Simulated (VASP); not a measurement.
Input of a VASP 6.6.1 run:

The input INCAR:

```
SYSTEM = SiC
PREC = Accurate
ENCUT = 520
EDIFF = 1E-6
ISMEAR = 0
SIGMA = 0.05
LREAL = .FALSE.
LASPH = .TRUE.
NELM = 60
ALGO = Normal
ISIF = 2
LWAVE = .FALSE.
LCHARG = .TRUE.
GGA = CA
LELF = .TRUE.
LVHAR = .TRUE.
NBANDS = 11
```

KPOINTS

```
regular mesh
0
G
  14 14 14
  0 0 0
```

POSCAR

```
SiC
1.0
    0.0000000000      2.1740000000      2.1740000000
    2.1740000000      0.0000000000      2.1740000000
    2.1740000000      2.1740000000      0.0000000000
Si C
1 1
Direct
   -0.0609855205      0.0000000000      0.0000000000
    0.7500000000      0.7500000000      0.7500000000
```

Potentials or basis: VASP PAW LDA potentials, release 64 (Si, C).

Launch:

```sh
$ cat potpaw_LDA.64/Si/POTCAR potpaw_LDA.64/C/POTCAR > POTCAR
$ mpirun -np 1 vasp_std > vasp.out
```

(1) Estimate the largest force.

(2) What does it give for the band gap on the k mesh?

(3) Predict the pressure.

Results:

(1) 3.882 eV/Å.

(2) 0.43 eV (least direct gap 4.11 eV).

(3) 1.7 GPa.

Caveat: the cell differs from its parent crystal (all Si atoms moved +0.188 Å, as atom 1 towards its neighbour atom 1 (Si) at 3.075 Å); semilocal functionals underestimate gaps, and a narrow one can read as zero; forces of over 1 eV/Å act on the atoms, so gaps and moduli don't describe the material at rest.
